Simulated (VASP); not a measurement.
Crystal: SrO.

```
CELL_PARAMETERS angstrom
0.00000 2.56630 2.56630
2.56630 0.00000 2.56630
2.56630 2.56630 0.00000
ATOMIC_POSITIONS crystal
Sr 0.50000 0.50000 0.50000
O 0.00000 0.00000 0.00000
```

* Program: VASP 6.6.1
* Task: relaxation of cell and atoms
* Functional: revPBE
* Potentials or basis: VASP PAW PBE potentials, release 64 (Sr_sv, O)
* Cutoff: 600 eV
* k mesh: 9 × 9 × 9
* Occupations: fermi-dirac, width 0.05 eV
* Spin: no spin polarisation

At the start: pressure 6.1 GPa; volume 16.90 Å³/atom.

How do energy, volume and symmetry change on relaxing?

Over 3 steps the energy falls by 21.1 meV/atom and the volume is 18.08 Å³/atom (+7.0 %); space group Fm-3m (No. 225, to 0.1 Å) before and after.

Step by step:
```
step  energy change (eV)  largest force (eV/Å)  pressure (GPa)  volume (Å³)
   1              0.0000                0.0000            6.09        33.80
   2             -0.0374                0.0000           -1.75        37.05
   3             -0.0423                0.0000            0.02        36.16
```

Final structure:
```
CELL_PARAMETERS angstrom
0.00000 2.62468 2.62468
2.62468 0.00000 2.62468
2.62468 2.62468 0.00000
ATOMIC_POSITIONS crystal
Sr 0.50000 0.50000 0.50000
O 0.00000 0.00000 0.00000
```

Caveat: the PAW data sets were made with another functional, which shifts forces and pressure a little.
